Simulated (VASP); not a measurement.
Input of a VASP 6.6.1 run:

The input INCAR:

```
SYSTEM = Ru
PREC = Accurate
ENCUT = 520
EDIFF = 1E-6
ISMEAR = 0
SIGMA = 0.15
LREAL = .FALSE.
LASPH = .TRUE.
NELM = 100
ALGO = Fast
ISIF = 2
LWAVE = .FALSE.
LCHARG = .FALSE.
GGA = PS
NBANDS = 21
```

The input KPOINTS:

```
regular mesh
0
G
  24 24 12
  0 0 0
```

POSCAR

```
Ru
1.0
    2.7463863242      0.0000000000      0.0000000000
   -1.3731931621      2.3784403254      0.0000000000
    0.0000000000      0.0000000000      4.3461285000
Ru
2
Direct
    0.3333333333      0.6666666667      0.2500000000
    0.6666666667      0.3333333333      0.7500000000
```

Potentials or basis: VASP PAW PBE potentials, release 64 (Ru_pv).

Command:

```console
$ cat potpaw_PBE.64/Ru_pv/POTCAR > POTCAR
$ mpirun -np 1 vasp_std > vasp.out
```

**Question.** Predict the band gap on the k mesh.

**Answer.** Zero (band 14 reaches 13.40 eV, above the bottom of band 15 at 10.43 eV).

**Question.** What does it give for the pressure?

**Answer.** -19.0 GPa.

Stress tensor (GPa, compression positive):
```
-18.25   0.00   0.00
  0.00 -18.25   0.00
  0.00   0.00 -20.59
```

Caveat: the cell differs from its parent crystal (strain +0.015 along x and y, +0.015 along z); the PAW data sets were made with another functional, which shifts forces and pressure a little.
